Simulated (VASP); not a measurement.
# Br (Pm-3m) in VASP: further runs

Br is run at these levels: r2SCAN; tasks: relaxation of cell and atoms.

All numbers are computed with VASP 6.6.1; they aren't measurements. Logs are shortened: lines on timing, memory, paths and dates and some standing lists are left out, and cuts for length are marked.

## Step 1: The cell of the first run

Symmetry: Pm-3m, No. 221, cubic system. The conventional cell has a = 3.079 Å, b = 3.079 Å, c = 3.079 Å, α = 90.00°, β = 90.00°, γ = 90.00°. Br (site symmetry m-3m) has 6 Br at 3.08 Å within 4.1 Å.

## Step 2: Relaxation of cell and atoms, r2SCAN

POSCAR

```
Br
1.0
    3.0785035984      0.0000000000      0.0000000000
    0.0000000000      3.0785035984      0.0000000000
    0.0000000000      0.0000000000      3.0785035984
Br
1
Direct
    0.0000000000      0.0000000000      0.0000000000
```

INCAR.step1

```
PREC     = Accurate       # precision mode
ENCUT    = 600            # plane-wave cutoff, eV
ISMEAR   = 0              # smearing method
SIGMA    = 0.1            # smearing width, eV
LREAL    = F              # projectors in reciprocal space
LASPH    = T              # aspherical terms in the spheres
NELM     = 100            # most SCF steps
GGA      = PE             # functional
ALGO     = Normal         # electronic algorithm
EDIFF    = 1E-4           # SCF threshold, eV
LWAVE    = T              # write WAVECAR
LCHARG   = F              # write CHGCAR
```

INCAR.step2

```
PREC     = Accurate       # precision mode
ENCUT    = 600            # plane-wave cutoff, eV
EDIFF    = 1E-6           # SCF threshold, eV
ISMEAR   = 0              # smearing method
SIGMA    = 0.1            # smearing width, eV
LREAL    = F              # projectors in reciprocal space
LASPH    = T              # aspherical terms in the spheres
NELM     = 100            # most SCF steps
ALGO     = Normal         # electronic algorithm
ISIF     = 3              # what is computed and relaxed
LWAVE    = F              # write WAVECAR
LCHARG   = F              # write CHGCAR
METAGGA  = R2SCAN         # meta-GGA
LMIXTAU  = T            
IBRION   = 2              # ionic algorithm
NSW      = 100            # ionic steps
EDIFFG   = -0.01          # ionic threshold
ISTART   = 1
```

KPOINTS

```
regular mesh
0
Gamma
  14 14 14
```

Potentials or basis: VASP PAW PBE potentials, release 64 (Br).

On the command line:

```console
> cat potpaw_PBE.64/Br/POTCAR > POTCAR
> cp INCAR.step1 INCAR
> mpirun -np 1 vasp_std > vasp.out
> cp INCAR.step2 INCAR
> mpirun -np 1 vasp_std > vasp.out
```

OUTCAR:

```text
PREC = Accurate
   ENCUT = 600
   EDIFF = 1E-6
   ISMEAR = 0
   LREAL = F
   LASPH = T
   NELM = 100
   ISIF = 3
   METAGGA = R2SCAN
   IBRION = 2
   NSW = 100
   EDIFFG = -0.01
   ISTART = 1

 ion  position               nearest neighbor table
   1  0.000  0.000  0.000-

  LATTYP: Found a simple cubic cell.
 ALAT       =     3.0785035984

  Lattice vectors:

 A1 = (   3.0785035984,   0.0000000000,   0.0000000000)
 A2 = (   0.0000000000,   3.0785035984,   0.0000000000)
 A3 = (   0.0000000000,   0.0000000000,   3.0785035984)

Analysis of symmetry for initial positions (statically):
=====================================================================
 Subroutine PRICEL returns:
 Original cell was already a primitive cell.

 Routine SETGRP: Setting up the symmetry group for a
 simple cubic supercell.

 Subroutine GETGRP returns: Found 48 space group operations
 (whereof 48 operations were pure point group operations)
 out of a pool of 48 trial point group operations.

The static configuration has the point symmetry O_h .

Analysis of symmetry for dynamics (positions and initial velocities):
=====================================================================
 Subroutine PRICEL returns:
 Original cell was already a primitive cell.

 Routine SETGRP: Setting up the symmetry group for a
 simple cubic supercell.

 Subroutine GETGRP returns: Found 48 space group operations
 (whereof 48 operations were pure point group operations)
 out of a pool of 48 trial point group operations.

The dynamic configuration has the point symmetry O_h .

 Subroutine INISYM returns: Found 48 space group operations
 (whereof 48 operations are pure point group operations),
 and found     1 'primitive' translations

----------------------------------------------------------------------------------------

                                     Primitive cell

  volume of cell :      29.1755

  direct lattice vectors                    reciprocal lattice vectors
     3.078503598  0.000000000  0.000000000     0.324833143  0.000000000  0.000000000
     0.000000000  3.078503598  0.000000000     0.000000000  0.324833143  0.000000000
     0.000000000  0.000000000  3.078503598     0.000000000  0.000000000  0.324833143

  length of vectors
     3.078503598  3.078503598  3.078503598     0.324833143  0.324833143  0.324833143

  position of ions in fractional coordinates (direct lattice)
     0.000000000  0.000000000  0.000000000

  ion indices of the primitive-cell ions
   primitive index   ion index
                 1           1

----------------------------------------------------------------------------------------

 KPOINTS: regular mesh

Automatic generation of k-mesh.
 Grid dimensions read from file:
 generate k-points for:   14   14   14

 Generating k-lattice:

  Cartesian coordinates                     Fractional coordinates (reciprocal lattice)
     0.023202367  0.000000000  0.000000000     0.071428571  0.000000000  0.000000000
     0.000000000  0.023202367  0.000000000     0.000000000  0.071428571  0.000000000
     0.000000000  0.000000000  0.023202367     0.000000000  0.000000000  0.071428571

  Length of vectors
     0.023202367  0.023202367  0.023202367

  Shift w.r.t. Gamma in fractional coordinates (k-lattice)
     0.000000000  0.000000000  0.000000000

 Subroutine IBZKPT returns following result:
 ===========================================

 Found    120 irreducible k-points:

 Following reciprocal coordinates:
            Coordinates               Weight
  0.000000  0.000000  0.000000      1.000000
  0.071429  0.000000  0.000000      6.000000
  0.142857  0.000000  0.000000      6.000000
  0.214286  0.000000  0.000000      6.000000
  0.285714  0.000000  0.000000      6.000000
  0.357143  0.000000  0.000000      6.000000
[... 16 lines left out ...]
  0.285714  0.214286  0.000000     24.000000
  0.357143  0.214286  0.000000     24.000000
 [... further k-points ...]
   k-points           NKPTS =    120   k-points in BZ     NKDIM =    120   number of bands    NBANDS=      7
   number of dos      NEDOS =    301   number of ions     NIONS =      1
   total plane-waves  NPLWV =  21952
   dimension x,y,z NGX =    28 NGY =   28 NGZ =   28
   dimension x,y,z NGXF=    56 NGYF=   56 NGZF=   56
   ions per type =               1
   NGX,Y,Z   is equivalent  to a cutoff of  15.12, 15.12, 15.12 a.u.
   NGXF,Y,Z  is equivalent  to a cutoff of  30.24, 30.24, 30.24 a.u.
 SYSTEM =  unknown system
   PREC   = accura    normal or accurate (medium, high low for compatibility)
   ISTART =      1    job   : 0-new  1-cont  2-samecut
   ICHARG =      0    charge: 1-file 2-atom 10-const
   ISPIN  =      1    spin polarized calculation?
   LNONCOLLINEAR =      F non collinear calculations
   LSORBIT =      F    spin-orbit coupling
   LASPH  =      T    aspherical Exc in radial PAW
   ENCUT  =  600.0 eV  44.10 Ry    6.64 a.u.   6.15  6.15  6.15*2*pi/ulx,y,z
   NELM   =    100;   NELMIN=  2; NELMDL=  0     # of ELM steps
   EDIFF  = 0.1E-05   stopping-criterion for ELM
   LREAL  =      F    real-space projection
   EDIFFG = -.1E-01   stopping-criterion for IOM
   NSW    =    100    number of steps for IOM
   IBRION =      2    ionic relax: 0-MD 1-quasi-New 2-CG
   NFREE  =      1    steps in history (QN), initial steepest desc. (CG)
   ISIF   =      3    stress and relaxation
   ISYM   =      2    0-nonsym 1-usesym 2-fastsym
   POTIM  = 0.5000    time-step for ionic-motion
   TEBEG  =    0.0;   TEEND  =   0.0 temperature during run
   PSTRESS=    0.0 pullay stress
   NELECT =       7.0000    total number of electrons
   NUPDOWN=      -1.0000    fix difference up-down
   EMIN   =  10.00;   EMAX   =-10.00  energy-range for DOS
   EFERMI =   0.00;   METHOD = LEGACY
   ISMEAR =     0;   SIGMA  =   0.10  broadening in eV -4-tet -1-fermi 0-gaus
   EFERMI_NEDOS =   21; number of points for ismear=-14 and -15
   IALGO  =     38    algorithm
   IMIX   =      4    mixing-type and parameters
     AMIX     =   0.40;   BMIX     =  1.00
     AMIX_MAG =   1.60;   BMIX_MAG =  1.00
  volume/ion in A,a.u.               =      29.18       196.89
  Fermi-wavevector in a.u.,A,eV,Ry     =   1.017266  1.922354 14.079717  1.034830
  Thomas-Fermi vector in A             =   2.150657
   LORBIT       =      0    0 simple, 1 ext, 2 COOP (PROOUT), +10 PAW based schemes
   METAGGA = R2SCAN    functional components
   LHFCALC =     F    Hartree Fock is set to
   AEXX    =    0.0000 exact exchange contribution
   IVDW    =     0    specifies the selected vdW correction
   LEPSILON=     F    determine dielectric tensor
   LRPA    =     F    only Hartree local field effects (RPA)
 conjugate gradient relaxation of ions
 non-spin polarized calculation
 Gauss-broadening in eV      SIGMA  =   0.10
  energy-cutoff  :      600.00
  volume of cell :       29.18
 maximum number of plane-waves:       992
 NGX is ok and might be reduce to    28
   NGX = 13   NGY = 13   NGZ = 13

 number of electron       6.9999999 magnetization

 Free energy of the ion-electron system (eV)
  ---------------------------------------------------
  ext. energy  EPLUGINS =         0.00000000
  ---------------------------------------------------
  free energy    TOTEN  =       -12.75327412 eV

  energy without entropy =      -12.74678484  energy(sigma->0) =      -12.75002948

 E-fermi :   0.9336     XC(G=0):  -9.1598

 val. band max:        0.9197507608   @ k =   0.1429   0.0714   0.0000
 cond. band min:       0.9367850744   @ k =   0.2857   0.1429   0.0714
 fundamental gap:      0.0170343136
 Fermi energy:         0.9335985161

 k-point     1 :       0.0000    0.0000    0.0000
  band No.  band energies     occupation
      1     -15.4032      2.00000
      2       0.7726      1.97724
      3       0.7726      1.97724
      4       0.7726      1.97724
      5       8.0347      0.00000
      6      10.4707      0.00000
      7      10.4707      0.00000

 k-point     2 :       0.0714    0.0000    0.0000
  band No.  band energies     occupation
      1     -15.3624      2.00000
      2       0.3856      2.00000
      3       0.8030      1.93534
      4       0.8030      1.93534
      5       8.2584      0.00000
      6      10.5299      0.00000
      7      10.8428      0.00000

 k-point     3 :       0.1429    0.0000    0.0000
  band No.  band energies     occupation
      1     -15.2447      2.00000
      2      -0.5415      2.00000
      3       0.8898      1.46468
      4       0.8898      1.46468
      5       8.7146      0.00000
      6      10.7033      0.00000
      7      11.9027      0.00000

 k-point     4 :       0.2143    0.0000    0.0000
  band No.  band energies     occupation
      1     -15.0653      2.00000
      2      -1.6421      2.00000
      3       1.0196      0.22382
      4       1.0196      0.22382
      5       9.2245      0.00000
      6      10.9772      0.00000
      7      13.2887      0.00000

 k-point     5 :       0.2857    0.0000    0.0000
  band No.  band energies     occupation
      1     -14.8510      2.00000
      2      -2.6824      2.00000
      3       1.1705      0.00081
      4       1.1705      0.00081
      5       9.7994      0.00000
      6      11.3228      0.00000
      7      14.2526      0.00000
[... 161 lines left out ...]
 k-point    22 :       0.2143    0.2143    0.0000
  band No.  band energies     occupation
      1     -14.7316      2.00000
      2      -1.4141      2.00000
      3      -1.2061      2.00000
      4       1.2588      0.00000
      5      10.1832      0.00000
      6      12.1523      0.00000
      7      14.4865      0.00000

 k-point    23 :       0.2857    0.2143    0.0000
  band No.  band energies     occupation
      1     -14.5204      2.00000
      2      -2.3380      2.00000
      3      -1.0946      2.00000
      4       1.4045      0.00000
      5      10.3264      0.00000
      6      11.9040      0.00000
      7      14.9819      0.00000

 k-point    24 :       0.3571    0.2143    0.0000
  band No.  band energies     occupation
      1     -14.3143      2.00000
      2      -3.1620      2.00000
      3      -0.8979      2.00000
      4       1.5419      0.00000
      5      10.1030      0.00000
      6      11.9480      0.00000
      7      15.1315      0.00000

 [... further k-points ...]

------------------------ aborting loop because EDIFF is reached ----------------------------------------

  FORCE on cell =-STRESS in cart. coord.  units (eV):
  Direction    XX          YY          ZZ          XY          YZ          ZX
  --------------------------------------------------------------------------------------
  -------------------------------------------------------------------------------------
  Total       -0.0081147     -0.0081147     -0.0081147      0.0000000     -0.0000000      0.0000000
  in kB       -0.4456170     -0.4456170     -0.4456170      0.0000000     -0.0000000      0.0000000
  external PRESSURE =      -0.4456170 kB  Pullay stress =       0.0000000 kB

 VOLUME and BASIS-vectors are now :
 -----------------------------------------------------------------------------
  energy-cutoff  :      600.00
  volume of cell :       29.18
      direct lattice vectors                 reciprocal lattice vectors
     3.078503598  0.000000000  0.000000000     0.324833143  0.000000000  0.000000000
     0.000000000  3.078503598  0.000000000     0.000000000  0.324833143  0.000000000
     0.000000000  0.000000000  3.078503598     0.000000000  0.000000000  0.324833143

 POSITION                                       TOTAL-FORCE (eV/Angst)
 -----------------------------------------------------------------------------------
      0.00000      0.00000      0.00000         0.000000      0.000000      0.000000
 -----------------------------------------------------------------------------------
    total drift:                               -0.000000      0.000000     -0.000000

  FREE ENERGIE OF THE ION-ELECTRON SYSTEM (eV)
  ---------------------------------------------------
  free  energy   TOTEN  =       -12.7532741198 eV

  energy  without entropy=      -12.7467848438  energy(sigma->0) =      -12.75002948

 reached required accuracy - stopping structural energy minimisation
```

Wall time 2 min (1 thread of AMD EPYC 7R13, shared host); peak memory 0.15 GiB.

What came out:

```
Free energy             : -12.7533 eV
Pressure after relaxing : 0.0 GPa
Band gap on the k mesh  : zero (an odd number of electrons rules out a gap without spin polarisation)
```

Final structure:
```xyz
1
Lattice="3.0785 0.0000 0.0000 0.0000 3.0785 0.0000 0.0000 0.0000 3.0785" Properties=species:S:1:pos:R:3 pbc="T T T"
Br    0.0000    0.0000    0.0000
```

Caveat: the relaxation stopped at its first step, so nothing moved; the PAW data sets were made with another functional, which shifts forces and pressure a little; an odd number of electrons without spin polarisation forces a metal; a magnetic or distorted state may lie lower.

## Step 3: Relaxation of cell and atoms, r2SCAN

This run uses another cell than the first one, of 33.17 Å³/atom.

POSCAR

```
Br
1.0
    3.2129170452      0.0000000000      0.0000000000
    0.0000000000      3.2129170452      0.0000000000
    0.0000000000      0.0000000000      3.2129170452
Br
1
Direct
    0.0000000000      0.0000000000      0.0000000000
```

INCAR.step1

```
SYSTEM = Br
PREC     = Accurate       ! precision mode
ENCUT    = 600            ! plane-wave cutoff, eV
ISMEAR   = 0              ! smearing method
SIGMA    = 0.1            ! smearing width, eV
LREAL    = .False.        ! projectors in reciprocal space
LASPH    = .True.         ! aspherical terms in the spheres
NELM     = 100            ! most SCF steps
GGA      = PE             ! functional
ALGO     = Normal         ! electronic algorithm
EDIFF    = 1E-4           ! SCF threshold, eV
LWAVE    = .True.         ! write WAVECAR
LCHARG   = .False.        ! write CHGCAR
```

INCAR.step2

```
SYSTEM = Br
PREC     = Accurate       ! precision mode
ENCUT    = 600            ! plane-wave cutoff, eV
EDIFF    = 1E-6           ! SCF threshold, eV
ISMEAR   = 0              ! smearing method
SIGMA    = 0.1            ! smearing width, eV
LREAL    = .False.        ! projectors in reciprocal space
LASPH    = .True.         ! aspherical terms in the spheres
NELM     = 100            ! most SCF steps
ALGO     = Normal         ! electronic algorithm
ISIF     = 3              ! what is computed and relaxed
LWAVE    = .False.        ! write WAVECAR
LCHARG   = .False.        ! write CHGCAR
METAGGA  = R2SCAN         ! meta-GGA
LMIXTAU  = .True.       
IBRION   = 2              ! ionic algorithm
NSW      = 100            ! ionic steps
EDIFFG   = -0.01          ! ionic threshold
ISTART   = 1
```

KPOINTS

```
Automatic mesh
0
Gamma
  14 14 14
  0 0 0
```

Potentials or basis: VASP PAW PBE potentials, release 64 (Br).

On the command line:

```console
> cat potpaw_PBE.64/Br/POTCAR > POTCAR
> cp INCAR.step1 INCAR
> mpirun -np 1 vasp_std > vasp.out
> cp INCAR.step2 INCAR
> mpirun -np 1 vasp_std > vasp.out
```

It took 6.8 min on 1 thread of AMD EPYC 7R13, shared host; peak memory 0.16 GiB.

Results (log left out):

- Free energy: -12.7538 eV
- Relaxed volume: 29.12 Å³/atom
- Relaxed cell: a = 3.077 Å, b = 3.077 Å, c = 3.077 Å, α = 90.00°, β = 90.00°, γ = 90.00°
- Space group after relaxing (to 0.1 Å): Pm-3m (No. 221)
- Energy gained by relaxing: 44.3 meV/atom
- Ionic steps: 4
- Pressure after relaxing: 0.0 GPa
- Band gap on the k mesh: zero (an odd number of electrons rules out a gap without spin polarisation)

The path:
```
step  energy change (eV)  largest force (eV/Å)  pressure (GPa)  volume (Å³)
   1              0.0000                0.0000           -3.05        33.17
   2             -0.0404                0.0000           -1.11        30.22
   3             -0.0443                0.0000           -0.11        29.22
   4             -0.0443                0.0000            0.01        29.12
```

Final structure:
```cif
data_structure
_symmetry_space_group_name_H-M 'P 1'
_symmetry_Int_Tables_number 1
_cell_length_a 3.0766
_cell_length_b 3.0766
_cell_length_c 3.0766
_cell_angle_alpha 90.000
_cell_angle_beta 90.000
_cell_angle_gamma 90.000
_cell_volume 29.12
loop_
_atom_site_label
_atom_site_type_symbol
_atom_site_fract_x
_atom_site_fract_y
_atom_site_fract_z
_atom_site_occupancy
Br1 Br 0.00000 0.00000 0.00000 1
```

Levels at points of the mesh, in eV from the Fermi level:
```csv
k point,band 1,band 2,band 3,band 4,band 5,band 6,band 7
"(0.00, 0.00, 0.00)",-16.35,-0.16,-0.16,-0.16,7.10,9.53,9.53
"(0.50, 0.00, 0.00)",-15.37,-5.21,0.52,0.52,10.61,11.16,12.19
"(0.50, 0.50, 0.00)",-14.44,-4.11,-4.11,1.13,5.67,12.83,15.88
"(0.50, 0.50, 0.50)",-13.54,-3.17,-3.17,-3.17,8.09,8.09,8.09
```

Caveat: the PAW data sets were made with another functional, which shifts forces and pressure a little; an odd number of electrons without spin polarisation forces a metal; a magnetic or distorted state may lie lower.
